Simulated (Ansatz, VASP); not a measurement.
## Na: VASP beside Ansatz

```
Na
1.0
    -1.89475    1.89475    2.44040
     1.89475   -1.89475    2.44040
     1.89475    1.89475   -2.44040
Na
1
Cartesian
  0.0000 0.0000 0.0000
```

Alike in both runs: task single point; functional LDA; k mesh 18 × 18 × 18; occupations gaussian, width 0.15 eV; no spin polarisation.

|  | VASP | Ansatz |
| --- | --- | --- |
| version | VASP 6.6.1 | Ansatz 0.2.0 |
| potentials or method | VASP PAW LDA potentials, release 64 (Na_pv), cutoff 520 eV | scalar-relativistic, plane waves, PAW |
| valence electrons in the cell | 7 | 9 |

Ansatz gave:

* gap on the k mesh at the Fermi level (eV): none
* pressure (GPa): -0.4

**Question.** Which values does VASP return?

**Answer.** gap on the k mesh at the Fermi level (eV): none; pressure (GPa): -0.5.

LDA's correlation is that of Perdew and Zunger in VASP and of Perdew and Wang (1992) in Ansatz. A gap of «none» marks a metal or a gap that the smearing closes. VASP's potentials hold 7 valence electrons a cell and Ansatz's 9, so a difference there can come from the potentials and not from the codes.
